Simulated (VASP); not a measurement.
# MnS (Fm-3m) in VASP: further runs

Runs on MnS. Level: PBE. Tasks: single point.

All numbers are computed with VASP 6.6.1; they aren't measurements. Logs are shortened: lines on timing, memory, paths and dates and some standing lists are left out, and cuts for length are marked.

## (1) The cell of the first run

It takes space group Fm-3m (No. 225, cubic). The conventional cell has a = 5.209 Å, b = 5.209 Å, c = 5.209 Å, α = 90.00°, β = 90.00°, γ = 90.00°. Mn (site symmetry m-3m) has 6 S at 2.60 Å within 3.4 Å. Within 3.4 Å of S (site symmetry m-3m) lie 6 Mn at 2.60 Å.

## (2) Single point, PBE, collinear spin, ferromagnetic start

File INCAR:

```
SYSTEM = MnS
PREC     = Accurate       ! precision mode
ENCUT    = 520            ! plane-wave cutoff, eV
EDIFF    = 1E-6           ! SCF threshold, eV
ISMEAR   = -1             ! smearing method
SIGMA    = 0.05           ! smearing width, eV
LREAL    = .FALSE.        ! projectors in reciprocal space
LASPH    = .TRUE.         ! aspherical terms in the spheres
NELM     = 150            ! most SCF steps
ALGO     = Normal         ! electronic algorithm
ISIF     = 2              ! what is computed and relaxed
LWAVE    = .FALSE.        ! write WAVECAR
LCHARG   = .FALSE.        ! write CHGCAR
ISPIN    = 2              ! spin polarisation
MAGMOM   = 5 0            ! initial moments
LORBIT   = 11             ! projections on sites
NUPDOWN  = 5.0            ! fixed moment
LMAXMIX  = 4              ! l up to which the mixer works
GGA      = PE             ! functional
NBANDS   = 20             ! bands
```

File KPOINTS:

```
regular mesh
0
G
  7 7 7
  0 0 0
```

File POSCAR:

```
MnS
1.0
    0.0000000000      2.6045000000      2.6045000000
    2.6045000000      0.0000000000      2.6045000000
    2.6045000000      2.6045000000      0.0000000000
Mn S
1 1
Direct
    0.0000000000      0.0000000000      0.0000000000
    0.5000000000      0.5000000000      0.5000000000
```

Potentials or basis: VASP PAW PBE potentials, release 64 (Mn_pv, S).

Launch:

```sh
cat potpaw_PBE.64/Mn_pv/POTCAR potpaw_PBE.64/S/POTCAR > POTCAR
mpirun -np 1 vasp_std > vasp.out
```

OUTCAR:

```text
SYSTEM = MnS
   PREC = Accurate
   ENCUT = 520
   EDIFF = 1E-6
   ISMEAR = -1
   LREAL = .FALSE.
   LASPH = .TRUE.
   NELM = 150
   ISIF = 2
   ISPIN = 2
   LORBIT = 11
   NUPDOWN = 5.0
   GGA = PE

 ion  position               nearest neighbor table
   1  0.000  0.000  0.000-   2 2.60   2 2.60   2 2.60   2 2.60   2 2.60   2 2.60
   2  0.500  0.500  0.500-   1 2.60   1 2.60   1 2.60   1 2.60   1 2.60   1 2.60

  LATTYP: Found a face centered cubic cell.
 ALAT       =     5.2090000000

  Lattice vectors:

 A1 = (   0.0000000000,   2.6045000000,   2.6045000000)
 A2 = (   2.6045000000,   0.0000000000,   2.6045000000)
 A3 = (   2.6045000000,   2.6045000000,   0.0000000000)

Analysis of symmetry for initial positions (statically):
=====================================================================
 Subroutine PRICEL returns:
 Original cell was already a primitive cell.

 Routine SETGRP: Setting up the symmetry group for a
 face centered cubic supercell.

 Subroutine GETGRP returns: Found 48 space group operations
 (whereof 48 operations were pure point group operations)
 out of a pool of 48 trial point group operations.

The static configuration has the point symmetry O_h .

Analysis of symmetry for dynamics (positions and initial velocities):
=====================================================================
 Subroutine PRICEL returns:
 Original cell was already a primitive cell.

 Routine SETGRP: Setting up the symmetry group for a
 face centered cubic supercell.

 Subroutine GETGRP returns: Found 48 space group operations
 (whereof 48 operations were pure point group operations)
 out of a pool of 48 trial point group operations.

The dynamic configuration has the point symmetry O_h .

Analysis of structural, dynamic, and magnetic symmetry:
=====================================================================
 Subroutine PRICEL returns:
 Original cell was already a primitive cell.

 Routine SETGRP: Setting up the symmetry group for a
 face centered cubic supercell.

 Subroutine GETGRP returns: Found 48 space group operations
 (whereof 48 operations were pure point group operations)
 out of a pool of 48 trial point group operations.

The overall configuration has the point symmetry O_h .

 Subroutine INISYM returns: Found 48 space group operations
 (whereof 48 operations are pure point group operations),
 and found     1 'primitive' translations

----------------------------------------------------------------------------------------

                                     Primitive cell

  volume of cell :      35.3348

  direct lattice vectors                    reciprocal lattice vectors
     0.000000000  2.604500000  2.604500000    -0.191975427  0.191975427  0.191975427
     2.604500000  0.000000000  2.604500000     0.191975427 -0.191975427  0.191975427
     2.604500000  2.604500000  0.000000000     0.191975427  0.191975427 -0.191975427

  length of vectors
     3.683319223  3.683319223  3.683319223     0.332511194  0.332511194  0.332511194

  position of ions in fractional coordinates (direct lattice)
[... 8 lines left out ...]
----------------------------------------------------------------------------------------

 KPOINTS: regular mesh

Automatic generation of k-mesh.
 Grid dimensions read from file:
 generate k-points for:    7    7    7

 Generating k-lattice:

  Cartesian coordinates                     Fractional coordinates (reciprocal lattice)
    -0.027425061  0.027425061  0.027425061     0.142857143  0.000000000  0.000000000
     0.027425061 -0.027425061  0.027425061     0.000000000  0.142857143  0.000000000
     0.027425061  0.027425061 -0.027425061     0.000000000  0.000000000  0.142857143

  Length of vectors
     0.047501599  0.047501599  0.047501599

  Shift w.r.t. Gamma in fractional coordinates (k-lattice)
     0.000000000  0.000000000  0.000000000

 Subroutine IBZKPT returns following result:
 ===========================================

 Found     20 irreducible k-points:

 Following reciprocal coordinates:
            Coordinates               Weight
  0.000000  0.000000  0.000000      1.000000
  0.142857  0.000000  0.000000      8.000000
  0.285714  0.000000  0.000000      8.000000
  0.428571  0.000000  0.000000      8.000000
  0.142857  0.142857  0.000000      6.000000
  0.285714  0.142857  0.000000     24.000000
[... 12 lines left out ...]
 -0.428571  0.428571  0.142857     24.000000
 -0.285714  0.428571  0.142857     24.000000
   k-points           NKPTS =     20   k-points in BZ     NKDIM =     20   number of bands    NBANDS=     20
   number of dos      NEDOS =    301   number of ions     NIONS =      2
   total plane-waves  NPLWV =  21952
   dimension x,y,z NGX =    28 NGY =   28 NGZ =   28
   dimension x,y,z NGXF=    56 NGYF=   56 NGZF=   56
   ions per type =               1   1
   NGX,Y,Z   is equivalent  to a cutoff of  12.64, 12.64, 12.64 a.u.
   NGXF,Y,Z  is equivalent  to a cutoff of  25.28, 25.28, 25.28 a.u.
 SYSTEM =  MnS
   PREC   = accura    normal or accurate (medium, high low for compatibility)
   ISTART =      0    job   : 0-new  1-cont  2-samecut
   ICHARG =      2    charge: 1-file 2-atom 10-const
   ISPIN  =      2    spin polarized calculation?
   LNONCOLLINEAR =      F non collinear calculations
   LSORBIT =      F    spin-orbit coupling
   LASPH  =      T    aspherical Exc in radial PAW
   ENCUT  =  520.0 eV  38.22 Ry    6.18 a.u.   6.85  6.85  6.85*2*pi/ulx,y,z
   NELM   =    150;   NELMIN=  2; NELMDL= -5     # of ELM steps
   EDIFF  = 0.1E-05   stopping-criterion for ELM
   LREAL  =      F    real-space projection
[... 7 lines left out ...]
   TEBEG  =    0.0;   TEEND  =   0.0 temperature during run
   PSTRESS=    0.0 pullay stress
   NELECT =      19.0000    total number of electrons
   NUPDOWN=       5.0000    fix difference up-down
   EMIN   =  10.00;   EMAX   =-10.00  energy-range for DOS
   EFERMI =   0.00;   METHOD = LEGACY
   ISMEAR =    -1;   SIGMA  =   0.05  broadening in eV -4-tet -1-fermi 0-gaus
   EFERMI_NEDOS =   21; number of points for ismear=-14 and -15
   IALGO  =     38    algorithm
   IMIX   =      4    mixing-type and parameters
     AMIX     =   0.40;   BMIX     =  1.00
     AMIX_MAG =   1.60;   BMIX_MAG =  1.00
  volume/ion in A,a.u.               =      17.67       119.23
  Fermi-wavevector in a.u.,A,eV,Ry     =   1.331246  2.515690 24.112464  1.772216
  Thomas-Fermi vector in A             =   2.460272
   LORBIT       =     11    0 simple, 1 ext, 2 COOP (PROOUT), +10 PAW based schemes
   GGA     = PE    functional components
   LHFCALC =     F    Hartree Fock is set to
   AEXX    =    0.0000 exact exchange contribution
   IVDW    =     0    specifies the selected vdW correction
   LEPSILON=     F    determine dielectric tensor
   LRPA    =     F    only Hartree local field effects (RPA)
 spin polarized calculation
  energy-cutoff  :      520.00
  volume of cell :       35.33
 maximum number of plane-waves:       966
   NGX = 13   NGY = 13   NGZ = 13

 number of electron      18.9999989 magnetization       4.9999995

 Free energy of the ion-electron system (eV)
  ---------------------------------------------------
  ext. energy  EPLUGINS =         0.00000000
  ---------------------------------------------------
  free energy    TOTEN  =       -14.00468021 eV

  energy without entropy =      -14.00465498  energy(sigma->0) =      -14.00466759

 E-fermi :   5.5325     XC(G=0): -10.6188

 val. band max:        6.9289822030   @ k =  -0.2857   0.1429   0.0000
 cond. band min:       5.9784398004   @ k =   0.4286   0.4286   0.0000
 fundamental gap:     -0.9505424025
 Fermi energy:         7.3467257933

 spin component 1

 k-point     1 :       0.0000    0.0000    0.0000
  band No.  band energies     occupation
      1     -44.1456      1.00000
      2     -44.1456      1.00000
      3     -44.1456      1.00000
      4      -7.8994      1.00000
      5       3.1711      1.00000
      6       3.1711      1.00000
[... 12 lines left out ...]
     19      18.4216      0.00000
     20      18.7569      0.00000

 k-point     2 :       0.1429    0.0000    0.0000
  band No.  band energies     occupation
      1     -44.1470      1.00000
      2     -44.1458      1.00000
      3     -44.1458      1.00000
      4      -7.6947      1.00000
      5       2.6610      1.00000
      6       2.7923      1.00000
[... 406 lines left out ...]
 k-point    20 :      -0.2857    0.4286    0.1429
  band No.  band energies     occupation
      1     -44.1510      1.00000
      2     -44.1506      1.00000
      3     -44.1483      1.00000
      4      -6.3304      1.00000
      5       1.0415      1.00000
      6       1.2217      1.00000
[... 12 lines left out ...]
     19      22.0323      0.00000
     20      23.3872      0.00000
 Fermi energy:         5.5324697581

 spin component 2

 k-point     1 :       0.0000    0.0000    0.0000
  band No.  band energies     occupation
      1     -39.4422      1.00000
      2     -39.4422      1.00000
      3     -39.4422      1.00000
      4      -7.5092      1.00000
      5       5.1212      0.99973
      6       5.1212      0.99973
[... 12 lines left out ...]
     19      19.5429      0.00000
     20      20.5855      0.00000

 k-point     2 :       0.1429    0.0000    0.0000
  band No.  band energies     occupation
      1     -39.4442      1.00000
      2     -39.4425      1.00000
      3     -39.4425      1.00000
      4      -7.3135      1.00000
      5       3.8096      1.00000
      6       4.5815      1.00000
[... 406 lines left out ...]
 k-point    20 :      -0.2857    0.4286    0.1429
  band No.  band energies     occupation
      1     -39.4496      1.00000
      2     -39.4491      1.00000
      3     -39.4459      1.00000
      4      -5.9936      1.00000
      5       1.8512      1.00000
      6       1.8583      1.00000
[... 12 lines left out ...]
     19      22.7173      0.00000
     20      24.1112      0.00000

------------------------ aborting loop because EDIFF is reached ----------------------------------------

  FORCE on cell =-STRESS in cart. coord.  units (eV):
  Direction    XX          YY          ZZ          XY          YZ          ZX
  --------------------------------------------------------------------------------------
  -------------------------------------------------------------------------------------
  Total        0.1939667      0.1939667      0.1939667      0.0000000      0.0000000      0.0000000
  in kB        8.7949756      8.7949756      8.7949756      0.0000000      0.0000000      0.0000000
  external PRESSURE =       8.7949756 kB  Pullay stress =       0.0000000 kB

 VOLUME and BASIS-vectors are now :
 -----------------------------------------------------------------------------
  energy-cutoff  :      520.00
  volume of cell :       35.33
      direct lattice vectors                 reciprocal lattice vectors
     0.000000000  2.604500000  2.604500000    -0.191975427  0.191975427  0.191975427
     2.604500000  0.000000000  2.604500000     0.191975427 -0.191975427  0.191975427
     2.604500000  2.604500000  0.000000000     0.191975427  0.191975427 -0.191975427

 POSITION                                       TOTAL-FORCE (eV/Angst)
 -----------------------------------------------------------------------------------
      0.00000      0.00000      0.00000         0.000000     -0.000000      0.000000
      2.60450      2.60450      2.60450        -0.000000      0.000000      0.000000
 -----------------------------------------------------------------------------------
    total drift:                               -0.000000      0.000000      0.000000

  FREE ENERGIE OF THE ION-ELECTRON SYSTEM (eV)
  ---------------------------------------------------
  free  energy   TOTEN  =       -14.0046802069 eV

  energy  without entropy=      -14.0046549806  energy(sigma->0) =      -14.00466759

 total charge

# of ion       s       p       d       tot
------------------------------------------
    1        0.216   6.165   4.912  11.294
    2        1.324   2.428   0.000   3.752
--------------------------------------------------
tot          1.540   8.594   4.912  15.046

 magnetization (x)

# of ion       s       p       d       tot
------------------------------------------
    1        0.053   0.040   4.320   4.413
    2        0.029   0.138   0.000   0.167
--------------------------------------------------
tot          0.081   0.179   4.320   4.580
```

Wall time 52 s (1 thread of AMD EPYC 7R13, shared host); peak memory 0.15 GiB.

Results:

- Free energy: -14.0047 eV
- Pressure: 0.9 GPa
- Net moment: 5.00 μB per cell
- Site moments: Mn +4.41; S +0.17 μB
- Valence electrons inside the program's atomic spheres: Mn 11.29; S 3.75

Caveat: the total moment is fixed, so each spin has its own Fermi level; a cell with one magnetic atom can't hold antiferromagnetic order, which such compounds often take.

## (3) Single point, PBE, collinear spin, ferromagnetic start

File INCAR:

```
PREC = Accurate
ENCUT = 520
EDIFF = 1E-6
ISMEAR = -1
SIGMA = 0.05
LREAL = False
LASPH = True
NELM = 150
ALGO = Normal
ISIF = 2
LWAVE = False
LCHARG = False
ISPIN = 2
MAGMOM = 6 0
LORBIT = 11
NUPDOWN = 6.0
LMAXMIX = 4
GGA = PE
NBANDS = 20
```

File KPOINTS:

```
Automatic mesh
0
Gamma
  7 7 7
```

POSCAR is that of step 2.

Potentials or basis: VASP PAW PBE potentials, release 64 (Mn_pv, S).

Launch:

```sh
cat potpaw_PBE.64/Mn_pv/POTCAR potpaw_PBE.64/S/POTCAR > POTCAR
mpirun -np 1 vasp_std > vasp.out
```

It took 62 s on 1 thread of AMD EPYC 7R13, shared host; peak memory 0.15 GiB.

The run converged. Its results:

- Free energy: -11.3608 eV
- Pressure: 12.9 GPa
- Net moment: 6.00 μB per cell
- Site moments: Mn +4.63; S +0.47 μB
- Valence electrons inside the program's atomic spheres: Mn 11.34; S 3.66

Caveat: the total moment is fixed, so each spin has its own Fermi level; a cell with one magnetic atom can't hold antiferromagnetic order, which such compounds often take.
